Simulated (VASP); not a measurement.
Runs of VASP 6.6.1 on SrInH3. The structure is that of space group Pm-3m (No. 221), or close to it. The cells are those of the table. 

```csv
task,cell,k mesh,cutoff (eV),smearing,gap on the mesh (eV),pressure (GPa),relaxed volume (Å³/atom)
relaxation of cell and atoms,"relaxed from a = 4.376 Å, 5 atoms",4 × 4 × 4,600,gaussian 0.1 eV,0.38,0.0,20.37
single point,"a = 4.376 Å, 5 atoms",4 × 4 × 4,520,gaussian 0.1 eV,(a),5.1,-
single point,"a = 4.654 Å, 5 atoms",4 × 4 × 4,520,gaussian 0.1 eV,0.34,0.1,-
single point,"a = 4.662 Å, 5 atoms",8 × 8 × 8,520,gaussian 0.02 eV,(b),0.0,-
relaxation of cell and atoms,"relaxed from a = 4.654 Å, 5 atoms",8 × 8 × 8,600,gaussian 0.02 eV,0.38,0.0,20.37
```

Alike in all rows: level PBE; potentials or basis VASP PAW PBE potentials, release 64 (Sr_sv, In_d, H); no spin polarisation.

**Question.** Estimate the missing entries.

**Answer.** (a) none; (b) 0.36.

Caveats: spin-orbit coupling is left out, which moves the levels of the heavy elements; the volume moved by over 15 % at a fixed basis, so the end points are rough (some runs).

A k mesh can miss the band edges, and the runs leave out spin-orbit coupling on In, Sr.
